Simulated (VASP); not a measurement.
# Ni (Fm-3m) in VASP: further runs, part 2 of 2

VASP 6.6.1.

## Step 3: Single point, LDA, collinear spin, ferromagnetic start (volume scaled by 0.72)

INCAR reads:

```
PREC = Accurate
ENCUT = 520
EDIFF = 1E-6
ISMEAR = -1
SIGMA = 0.08
LREAL = False
LASPH = True
NELM = 150
ALGO = Normal
ISIF = 2
LWAVE = False
LCHARG = False
ISPIN = 2
MAGMOM = 1
LORBIT = 11
LMAXMIX = 4
GGA = CA
NBANDS = 15
```

KPOINTS reads:

```
Automatic mesh
0
Gamma
  18 18 18
```

POSCAR reads:

```
Ni
1.0
    0.0000000000      1.5347554156      1.5347554156
    1.5347554156      0.0000000000      1.5347554156
    1.5347554156      1.5347554156      0.0000000000
Ni
1
Direct
    0.0000000000      0.0000000000      0.0000000000
```

Potentials or basis: VASP PAW LDA potentials, release 64 (Ni).

Command:

```
$ cat potpaw_LDA.64/Ni/POTCAR > POTCAR
$ mpirun -np 1 vasp_std > vasp.out
```

OUTCAR:

```text
PREC = Accurate
   ENCUT = 520
   EDIFF = 1E-6
   ISMEAR = -1
   LREAL = False
   LASPH = True
   NELM = 150
   ISIF = 2
   ISPIN = 2
   LORBIT = 11
   GGA = CA

 ion  position               nearest neighbor table
   1  0.000  0.000  0.000-

  LATTYP: Found a face centered cubic cell.
 ALAT       =     3.0695108312

  Lattice vectors:

 A1 = (   0.0000000000,   1.5347554156,   1.5347554156)
 A2 = (   1.5347554156,   0.0000000000,   1.5347554156)
 A3 = (   1.5347554156,   1.5347554156,   0.0000000000)

Analysis of symmetry for initial positions (statically):
=====================================================================
 Subroutine PRICEL returns:
 Original cell was already a primitive cell.

 Routine SETGRP: Setting up the symmetry group for a
 face centered cubic supercell.

 Subroutine GETGRP returns: Found 48 space group operations
 (whereof 48 operations were pure point group operations)
 out of a pool of 48 trial point group operations.

The static configuration has the point symmetry O_h .

Analysis of symmetry for dynamics (positions and initial velocities):
=====================================================================
 Subroutine PRICEL returns:
 Original cell was already a primitive cell.

 Routine SETGRP: Setting up the symmetry group for a
 face centered cubic supercell.

 Subroutine GETGRP returns: Found 48 space group operations
 (whereof 48 operations were pure point group operations)
 out of a pool of 48 trial point group operations.

The dynamic configuration has the point symmetry O_h .

Analysis of structural, dynamic, and magnetic symmetry:
=====================================================================
 Subroutine PRICEL returns:
 Original cell was already a primitive cell.

 Routine SETGRP: Setting up the symmetry group for a
 face centered cubic supercell.

 Subroutine GETGRP returns: Found 48 space group operations
 (whereof 48 operations were pure point group operations)
 out of a pool of 48 trial point group operations.

The overall configuration has the point symmetry O_h .

 Subroutine INISYM returns: Found 48 space group operations
[... 153 lines left out ...]
 k-point     1 :       0.0000    0.0000    0.0000
  band No.  band energies     occupation
      1       4.1979      1.00000
      2      12.6771      1.00000
      3      12.6771      1.00000
      4      12.6771      1.00000
      5      14.7658      1.00000
      6      14.7658      1.00000
      7      43.2793      0.00000
      8      50.5110      0.00000
      9      50.5110      0.00000
     10      50.5110      0.00000
     11      56.3507      0.00000
     12      56.3507      0.00000
     13      56.3507      0.00000
     14      57.1396      0.00000
[... 403 lines left out ...]
      4      13.1387      1.00000
      5      14.5742      1.00000
      6      15.1912      1.00000
      7      36.2937      0.00000
      8      43.2834      0.00000
      9      48.3334      0.00000
     10      51.8565      0.00000
     11      53.9228      0.00000
     12      54.7249      0.00000
     13      59.6092      0.00000
     14      60.6332      0.00000
     15      63.6416      0.00000

 [... further k-points ...]

 spin component 2

 k-point     1 :       0.0000    0.0000    0.0000
  band No.  band energies     occupation
      1       4.2441      1.00000
      2      13.0476      1.00000
      3      13.0476      1.00000
      4      13.0476      1.00000
      5      15.1068      1.00000
      6      15.1068      1.00000
      7      43.2994      0.00000
      8      50.5443      0.00000
      9      50.5443      0.00000
     10      50.5443      0.00000
     11      56.4823      0.00000
     12      56.4823      0.00000
     13      56.4823      0.00000
     14      57.1977      0.00000
[... 403 lines left out ...]
      4      13.4974      1.00000
      5      14.9272      1.00000
      6      15.5531      0.99995
      7      36.4332      0.00000
      8      43.3328      0.00000
      9      48.4155      0.00000
     10      51.9414      0.00000
     11      53.9865      0.00000
     12      54.8252      0.00000
     13      59.6975      0.00000
     14      61.4814      0.00000
     15      63.7704      0.00000

 [... further k-points ...]
[... 5 lines left out ...]
  --------------------------------------------------------------------------------------
  -------------------------------------------------------------------------------------
  Total        8.1886283      8.1886283      8.1886283      0.0000000      0.0000000     -0.0000000
  in kB     1814.5720704   1814.5720704   1814.5720704      0.0000000      0.0000000     -0.0000000
  external PRESSURE =    1814.5720704 kB  Pullay stress =       0.0000000 kB

 VOLUME and BASIS-vectors are now :
 -----------------------------------------------------------------------------
  energy-cutoff  :      520.00
  volume of cell :        7.23
      direct lattice vectors                 reciprocal lattice vectors
     0.000000000  1.534755416  1.534755416    -0.325784809  0.325784809  0.325784809
     1.534755416  0.000000000  1.534755416     0.325784809 -0.325784809  0.325784809
     1.534755416  1.534755416  0.000000000     0.325784809  0.325784809 -0.325784809

 POSITION                                       TOTAL-FORCE (eV/Angst)
 -----------------------------------------------------------------------------------
      0.00000      0.00000      0.00000         0.000000     -0.000000      0.000000
 -----------------------------------------------------------------------------------
    total drift:                                0.000000      0.000000      0.000000

  FREE ENERGIE OF THE ION-ELECTRON SYSTEM (eV)
  ---------------------------------------------------
  free  energy   TOTEN  =        -5.4361180326 eV

  energy  without entropy=       -5.4028184859  energy(sigma->0) =       -5.41946826

 total charge

# of ion       s       p       d       tot
------------------------------------------
    1        0.726   0.992   8.698  10.416

 magnetization (x)

# of ion       s       p       d       tot
------------------------------------------
    1       -0.004  -0.014   0.362   0.344
```

OSZICAR:

```text
N       E                     dE             d eps       ncg     rms          rms(c)
DAV:   1     0.317219351821E+02    0.31722E+02   -0.40376E+03 12882   0.944E+02
DAV:   2    -0.523439831251E+01   -0.36956E+02   -0.34418E+02 13212   0.173E+02
DAV:   3    -0.635680548018E+01   -0.11224E+01   -0.11159E+01 14283   0.293E+01
DAV:   4    -0.636020637048E+01   -0.34009E-02   -0.34006E-02 14069   0.158E+00
DAV:   5    -0.636021707986E+01   -0.10709E-04   -0.10709E-04 14456   0.853E-02    0.189E+01
DAV:   6    -0.557298684896E+01    0.78723E+00   -0.52420E+00 14304   0.286E+01    0.705E+00
DAV:   7    -0.547403916250E+01    0.98948E-01   -0.31395E-01 13520   0.726E+00    0.453E+00
DAV:   8    -0.543684312214E+01    0.37196E-01   -0.27432E-02 15690   0.113E+00    0.891E-01
DAV:   9    -0.543609836238E+01    0.74476E-03   -0.45085E-04 15952   0.156E-01    0.162E-01
DAV:  10    -0.543606803297E+01    0.30329E-04   -0.34466E-05 15779   0.575E-02    0.623E-02
DAV:  11    -0.543611522210E+01   -0.47189E-04   -0.81415E-05 15516   0.912E-02    0.187E-02
DAV:  12    -0.543611659511E+01   -0.13730E-05   -0.80378E-07  9817   0.104E-02    0.132E-02
DAV:  13    -0.543611777058E+01   -0.11755E-05   -0.19134E-06  7691   0.147E-02    0.736E-03
DAV:  14    -0.543611803256E+01   -0.26197E-06   -0.81887E-07  7432   0.102E-02
   1 F= -.54361180E+01 E0= -.54194683E+01  d E =-.332995E-01  mag=     0.3573
```

stdout:

```text
POSCAR found type information on POSCAR Ni
 POSCAR found :  1 types and       1 ions
 scaLAPACK will be used
 LDA part: xc-table for (Slater(with rela. corr.)+CA(PZ))
 , standard interpolation
 POSCAR, INCAR and KPOINTS ok, starting setup
 FFT: planning ... GRIDC
 FFT: planning ... GRID_SOFT
 FFT: planning ... GRID
 WAVECAR not read
 entering main loop
```

It took 19 s on 1 thread of AMD EPYC 9R45 (Zen 5), shared host; peak memory 0.11 GiB.

Results:

```
Free energy  : -5.4361 eV
Pressure     : 181.5 GPa
Net moment   : 0.36 μB per cell
Site moments : Ni +0.34 μB
```
